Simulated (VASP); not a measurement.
A run of VASP 6.6.1:

INCAR

```
PREC = Accurate ; ENCUT = 500
EDIFF = 1E-6 ; ISMEAR = -1
SIGMA = 0.1 ; LREAL = False
LASPH = True ; NELM = 120
ALGO = Normal ; ISIF = 2
LWAVE = False ; LCHARG = True
GGA = PE ; LELF = True
LVHAR = True ; NBANDS = 14
GGA_COMPAT = False
```

KPOINTS

```
Automatic mesh
0
Gamma
  4 4 4
```

File POSCAR:

```
Rh
1.0
   -1.9154460197      0.0000000000      1.9154460197
    0.0000000000      1.9154460197      1.9154460197
   -1.9154460197      1.9154460197      0.0000000000
Rh
1
Direct
    0.0000000000      0.0000000000      0.0000000000
```

Potentials or basis: VASP PAW PBE potentials, release 64 (Rh_pv).

Launch:

```sh
$ cat potpaw_PBE.64/Rh_pv/POTCAR > POTCAR
$ mpirun -np 1 vasp_std > vasp.out
```

Hardware: 1 thread of Intel Xeon 8259CL, with other jobs on the host.

Q: How long does it take, and how much memory?

A: Wall time 5.5 s on 1 thread of Intel Xeon 8259CL (shared host), peak memory 0.12 GiB. Counts: scf iterations 11, k points 8.
